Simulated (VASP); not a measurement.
## Fe: single point with PBE

The system is Fe.

```xyz
2
Lattice="2.4342 0.0000 0.0000 -1.2171 2.1080 0.0000 0.0000 0.0000 3.8419" Properties=species:S:1:pos:R:3 pbc="T T T"
Fe    1.2171    0.7027    2.8815
Fe    0.0000    1.4054    0.9605
```

```
Program                : VASP 6.6.1
Task                   : single point
Functional             : PBE
Potentials or basis    : VASP PAW PBE potentials, release 64 (Fe)
Cutoff                 : 520 eV
k mesh                 : 12 × 12 × 7
Occupations            : gaussian, width 0.012 eV
Spin                   : collinear spin, ferromagnetic start
Starting moments       : [3.0, 3.0] μB
Dipole correction      : no
Further INCAR settings : ALGO = Fast; EDIFF = 1e-06; NBANDS = 19
```

```
Pressure                                              : 9.7 GPa
Net moment                                            : 0.08 μB per cell
Site moments                                          : Fe +0.04 μB
Valence electrons inside the program's atomic spheres : Fe 7.60
```

Stress tensor (GPa, compression positive):
```
 9.06  0.00  0.00
 0.00  9.06  0.00
 0.00  0.00 11.10
```

Levels at points of the mesh, in eV from the Fermi level:
Spin up:
```
           k point  band 4  band 5  band 6  band 7  band 8  band 9  band 10  band 11  band 12  band 13
(0.00, 0.00, 0.00)   -1.79   -1.63   -1.30   -1.30   -0.95   -0.95     0.53     0.68     0.68     9.09
(0.50, 0.00, 0.00)   -2.17   -2.12   -1.64   -1.15    0.79    1.03     1.07     2.74     4.97    11.55
```
Spin down:
```tsv
k point	band 5	band 6	band 7	band 8	band 9	band 10	band 11	band 12
(0.00, 0.00, 0.00)	-1.61	-1.26	-1.26	-0.90	-0.90	0.54	0.74	0.74
(0.50, 0.00, 0.00)	-2.07	-1.60	-1.13	0.83	1.07	1.13	2.76	4.99
```

It took 2.2 min on 1 thread of AMD EPYC 7R13, on a shared host, peak memory 0.13 GiB.

Caveat: the starting moments collapsed, and a magnetic state may lie lower.
